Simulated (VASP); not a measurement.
Here is a VASP 6.6.1 calculation.

INCAR

```
PREC = Accurate
ENCUT = 500
EDIFF = 1E-6
ISMEAR = 0
SIGMA = 0.15
LREAL = False
LASPH = True
NELM = 120
ALGO = Normal
ISIF = 2
LWAVE = False
LCHARG = False
GGA = PS
NBANDS = 13
GGA_COMPAT = False
```

File KPOINTS:

```
Automatic mesh
0
Gamma
  22 22 22
```

POSCAR

```
Mo
1.0
   -1.6181300000      1.6181300000      1.5710000000
    1.6181300000     -1.6181300000      1.5710000000
    1.6181300000      1.6181300000     -1.5710000000
Mo
1
Direct
    0.0000000000      0.0000000000      0.0000000000
```

Potentials or basis: VASP PAW PBE potentials, release 64 (Mo_sv).

Run with:

```sh
$ cat potpaw_PBE.64/Mo_sv/POTCAR > POTCAR
$ mpirun -np 1 vasp_std > vasp.out
```

(1) Estimate the band gap on the k mesh.

(2) Predict the pressure.

Answers

(1) zero (bands 7 and 8 overlap by 4.88 eV).

(2) -16.5 GPa.

Caveat: the cell differs from its parent crystal (strain +0.030 along x and y, +0.000 along z); the cell stands under tension; the PAW data sets were made with another functional, which shifts forces and pressure a little.
